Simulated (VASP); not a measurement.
A run of VASP 6.6.1 is set up as follows.

The input INCAR:

```
SYSTEM = Tl
PREC = Accurate
ENCUT = 520
EDIFF = 1E-6
ISMEAR = -5
SIGMA = 0.1
LREAL = .False.
LASPH = .True.
NELM = 60
ALGO = Normal
ISIF = 2
LWAVE = .False.
LCHARG = .False.
GGA = PE
NBANDS = 12
```

File KPOINTS:

```
regular mesh
0
Gamma
  7 7 7
  0 0 0
```

POSCAR

```
Tl
1.0
   -1.9410000000      1.9410000000      1.9410000000
    1.9410000000     -1.9410000000      1.9410000000
    1.9410000000      1.9410000000     -1.9410000000
Tl
1
Direct
    0.0000000000      0.0000000000      0.0000000000
```

Potentials or basis: VASP PAW PBE potentials, release 64 (Tl_d).

Launch:

```sh
$ cat potpaw_PBE.64/Tl_d/POTCAR > POTCAR
$ mpirun -np 1 vasp_std > vasp.out
```

(1) What does it give for the pressure?

## Answers

(1) 2.3 GPa.

Caveat: tetrahedron occupations give inexact forces and stress in metals.
